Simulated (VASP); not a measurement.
Write the native input for VASP 6.6.1 that does the following.

- Task: single point
- Functional: PBE
- Dispersion: D3(BJ)
- Potentials or basis: VASP PAW PBE potentials, release 64 (C)
- Cutoff: 520 eV
- k mesh: 14 × 14 × 8
- Occupations: gaussian, width 0.02 eV
- Spin: no spin polarisation
- Dipole correction: no
- Further INCAR settings: ALGO = Normal; EDIFF = 1e-06; NBANDS = 11

The structure of C lies in POSCAR:

```
C
1.0
    2.1346862980     -1.2324669087     -0.0092454724
    2.1346862980      1.2324669087     -0.0092454724
   -1.3990682803      0.0000000000      3.3828950539
C
2
Direct
    0.8333716698      0.8333716698      0.0001125928
    0.1666283302      0.1666283302      0.9998874072
```

These files were run (other wordings do the same):

INCAR

```
  ALGO = Normal
  EDIFF = 1E-6
  ENCUT = 520
  GGA = PE
  ISIF = 2
  ISMEAR = 0
  IVDW = 12
  LASPH = T
  LCHARG = T
  LELF = T
  LREAL = F
  LVHAR = T
  LWAVE = F
  NBANDS = 11
  NELM = 100
  PREC = Accurate
  SIGMA = 0.02
```

KPOINTS

```
k-points
0
Gamma
  14 14 8
```

Potentials or basis: VASP PAW PBE potentials, release 64 (C).

Launch:

```sh
$ cat potpaw_PBE.64/C/POTCAR > POTCAR
$ mpirun -np 1 vasp_std > vasp.out
```

It gave:

```json
{
  "Pressure": "0.4 GPa",
  "Band gap on the k mesh": "0.68 eV, indirect (least direct gap 0.69 eV)",
  "Dispersion energy per atom": "-0.155 eV"
}
```

Wall time 48 s on 1 thread of AMD EPYC 7R43 64-Core Processor (Zen 3), on a shared host, peak memory 0.15 GiB.
